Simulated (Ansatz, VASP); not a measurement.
This is a calculation of BeTe for VASP 6.6.1.

File POSCAR:

```
BeTe
1.0
    0.0000000000      2.7700000000      2.7700000000
    2.7700000000      0.0000000000      2.7700000000
    2.7700000000      2.7700000000      0.0000000000
Te Be
1 1
Direct
    0.7500000000      0.7500000000      0.7500000000
    0.0000000000      0.0000000000      0.0000000000
```

INCAR.step1

```
  PREC = Accurate
  ENCUT = 520
  EDIFF = 1E-5
  ISMEAR = -1
  SIGMA = 0.05
  LREAL = F
  LASPH = T
  NELM = 60
  ALGO = Normal
  ISIF = 2
  LWAVE = T
  LCHARG = F
  GGA = PE
  NBANDS = 11
```

Contents of INCAR.step2:

```
  PREC = Accurate
  ENCUT = 520
  EDIFF = 1E-6
  ISMEAR = -1
  SIGMA = 0.05
  LREAL = F
  LASPH = T
  NELM = 60
  ALGO = Normal
  ISIF = 2
  LWAVE = F
  LCHARG = F
  GGA = PE
  LHFCALC = T
  AEXX = 0.25
  PRECFOCK = Normal
  ISTART = 1
  NBANDS = 11
```

The input KPOINTS:

```
Automatic mesh
0
Gamma
  6 6 6
```

Potentials or basis: VASP PAW PBE potentials, release 64 (Te, Be).

The run is started by

```sh
$ cat potpaw_PBE.64/Te/POTCAR potpaw_PBE.64/Be/POTCAR > POTCAR
$ cp INCAR.step1 INCAR
$ mpirun -np 1 vasp_std > vasp.out
$ cp INCAR.step2 INCAR
$ mpirun -np 1 vasp_std > vasp.out
```

Set up the same calculation for Ansatz 0.2.0. Potentials there: all-electron PAW datasets made for the crystal.

As run (the cutoff follows the program's own potentials):

Contents of input.yaml:

```yaml
crystal:
  lattice:
    - [0.0, 2.77, 2.77]
    - [2.77, 0.0, 2.77]
    - [2.77, 2.77, 0.0]
  atoms:
    - { symbol: Te, position: [0.75, 0.75, 0.75] }
    - { symbol: Be, position: [0.0, 0.0, 0.0] }
kpoints:
  mp_grid: { grid: [6, 6, 6] }
scf:
  occupations: { method: fermi_dirac, width: 0.05 }
hamiltonian:
  xc: pbe0
  pseudopotentials: { kind: all_electron, datasets: crystal }
output:
  forces: true
  stress: true
```

Potentials or basis: all-electron PAW datasets made for the crystal.

Run with:

```bash
$ ansatz run input.yaml --threads 1 --pin off --max-ram 3072MiB --backend cpu --events-out ev --progress --plain --runs-dir out
```

Both were run:

|  | VASP | Ansatz | Ansatz less VASP |
| --- | --- | --- | --- |
| gap on the k mesh at the Fermi level (eV) | 3.18 | 3.18 | +0.005 |
| least direct gap on the mesh (eV) | 5.11 | 5.09 | -0.018 |
| pressure (GPa) | 3.1 | 3.3 | +0.18 |

Ansatz ran all-electron here, and VASP with PAW potentials.

Spin-orbit coupling is off throughout.
